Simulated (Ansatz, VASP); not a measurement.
# HfSiO4 in VASP and in Ansatz

```
CELL_PARAMETERS angstrom
-3.29082 3.29082 2.95591
3.29082 -3.29082 2.95591
3.29082 3.29082 -2.95591
ATOMIC_POSITIONS crystal
Hf 0.00000 0.00000 0.00000
Hf 0.75000 0.25000 0.50000
Si 0.25000 0.75000 0.50000
Si 0.50000 0.50000 0.00000
O 0.13488 0.31969 0.81519
O 0.06969 0.75451 0.68481
O 0.06969 0.38488 0.31519
O 0.50451 0.31969 0.18481
O 0.68031 0.49549 0.81519
O 0.61512 0.93031 0.68481
O 0.24549 0.93031 0.31519
O 0.68031 0.86512 0.18481
```

Change from the starting cell: uniaxial_z strain -1.0%.

Alike in both runs: task single point; functional PBE; k mesh 6 × 6 × 6; occupations fermi-dirac, width 0.02 eV; no spin polarisation.

|  | VASP | Ansatz |
| --- | --- | --- |
| version | VASP 6.6.1 | Ansatz 0.2.0 |
| potentials or method | VASP PAW PBE potentials, release 64 (Hf_pv, Si, O) | plane waves, PAW |
| plane-wave cutoff (eV) | 520 | 420 |
| valence electrons in the cell | 76 | 108 |

|  | VASP | Ansatz | Ansatz less VASP |
| --- | --- | --- | --- |
| gap on the k mesh at the Fermi level (eV) | 5.44 | 5.50 | +0.055 |
| pressure (GPa) | 7.4 | 9.2 | +1.71 |
| traceless stress, the component that is largest in VASP (GPa) | 2.94 | 2.69 | -0.240 |
| rms of the force components (eV/Å) | 0.227 | 0.134 | -0.0925 |

Atom by atom the forces differ by 0.093 eV/Å (rms over components). VASP's potentials hold 76 valence electrons a cell and Ansatz's 108, so a difference there can come from the potentials and not from the codes.

Spin-orbit coupling is off throughout.
